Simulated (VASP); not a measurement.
Here is a VASP 6.6.1 calculation.

File INCAR:

```
PREC = Accurate
ENCUT = 520
EDIFF = 1E-6
ISMEAR = 0
SIGMA = 0.1
LREAL = False
LASPH = True
NELM = 100
ALGO = Normal
ISIF = 2
LWAVE = False
LCHARG = False
GGA = PE
NBANDS = 30
```

Contents of KPOINTS:

```
Automatic mesh
0
Gamma
  16 16 4
```

POSCAR

```
In3As
1.0
    3.0559661909      0.0000000000      0.0000000000
    0.0000000000      3.0559661909      0.0000000000
    0.0000000000      0.0000000000     11.2258288088
In As
3 1
Direct
    0.5000000000      0.5000000000      0.2456490849
    0.5000000000      0.5000000000      0.7543509151
    0.0000000000      0.0000000000      0.0000000000
    0.5000000000      0.5000000000      0.5000000000
```

Potentials or basis: VASP PAW PBE potentials, release 64 (In_d, As).

Launch:

```console
$ cat potpaw_PBE.64/In_d/POTCAR potpaw_PBE.64/As/POTCAR > POTCAR
$ mpirun -np 1 vasp_std > vasp.out
```

Question: What does it give for the band gap on the k mesh?

Answer: Zero (band 22 reaches 9.43 eV, above the bottom of band 23 at 5.01 eV).

Question: Predict the pressure.

Answer: 0.0 GPa.

Caveat: spin-orbit coupling is left out, which moves the levels of the heavy elements.
